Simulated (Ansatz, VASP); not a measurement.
# Ga4Sb3As: VASP beside Ansatz

```
Ga Sb As
1.0
     6.09940    0.00000    0.00000
     0.00000    6.09940    0.00000
     0.00000    0.00000    6.09940
Ga Sb As
4 3 1
Cartesian
  4.6282 4.6282 4.6282
  4.6282 1.4712 1.4712
  1.4712 4.6282 1.4712
  1.4712 1.4712 4.6282
  3.0497 3.0497 0.0000
  3.0497 0.0000 3.0497
  0.0000 3.0497 3.0497
  0.0000 0.0000 0.0000
```

Alike in both runs: functional PBE; k mesh 4 × 4 × 4; occupations gaussian, width 0.1 eV; no spin polarisation.

Ansatz relaxed the structure, and its values are those at the end. VASP's run is a single point on that final structure, the one shown.

|  | VASP | Ansatz |
| --- | --- | --- |
| version | VASP 6.6.1 | Ansatz 0.2.0 |
| potentials or method | VASP PAW PBE potentials, release 64 (Ga_d, Sb, As), cutoff 520 eV | scalar-relativistic, plane waves, PAW |
| valence electrons in the cell | 72 | 112 |

|  | VASP | Ansatz | Ansatz less VASP |
| --- | --- | --- | --- |
| gap on the k mesh at the Fermi level (eV) | none | none | - |
| pressure (GPa) | 0.2 | 0.1 | -0.08 |

A gap of «none» marks a metal or a gap that the smearing closes. VASP's potentials hold 72 valence electrons a cell and Ansatz's 112, so a difference there can come from the potentials and not from the codes.

Spin-orbit coupling is off throughout.
